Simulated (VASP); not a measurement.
## Ni: single point with revPBE

The system is Ni.

```xyz
2
Lattice="2.5961 0.0000 0.0000 -1.2980 2.2482 0.0000 0.0000 0.0000 4.2678" Properties=species:S:1:pos:R:3 pbc="T T T"
Ni    0.0000    1.4988    1.0669
Ni    1.2980    0.7494    3.2008
```

This cell differs from its parent crystal: volume scaled by 1.12.

```json
{
 "Program": "VASP 6.6.1",
 "Task": "single point",
 "Functional": "revPBE",
 "Potentials or basis": "VASP PAW PBE potentials, release 64 (Ni)",
 "Cutoff": "520 eV",
 "k mesh": "16 × 16 × 9",
 "Occupations": "fermi-dirac, width 0.1 eV",
 "Spin": "no spin polarisation"
}
```

* Pressure: -15.3 GPa
* Band gap on the k mesh: zero (band 10 reaches 7.60 eV, above the bottom of band 11 at 7.21 eV)

Stress tensor (GPa, compression positive):
```
-15.30   0.00   0.00
  0.00 -15.30   0.00
  0.00   0.00 -15.46
```

Levels at points of the mesh, in eV from the Fermi level:
```csv
k point,band 6,band 7,band 8,band 9,band 10,band 11,band 12,band 13,band 14,band 15
"(0.00, 0.00, 0.00)",-1.27,-1.27,-0.93,-0.93,-0.15,-0.15,0.01,5.08,21.52,22.50
"(0.50, 0.00, 0.00)",-1.49,-1.25,-0.05,-0.01,0.05,1.40,2.96,8.72,9.07,11.57
```

Run time: 36 s on 1 thread of AMD EPYC 9R45 (Zen 5), on a shared host, peak memory 0.13 GiB.

Caveat: the PAW data sets were made with another functional, which shifts forces and pressure a little; the run has no spin polarisation, though such a crystal can be magnetic. Spin polarisation is off, so any magnetic state and its effect on volume and gap are missing.
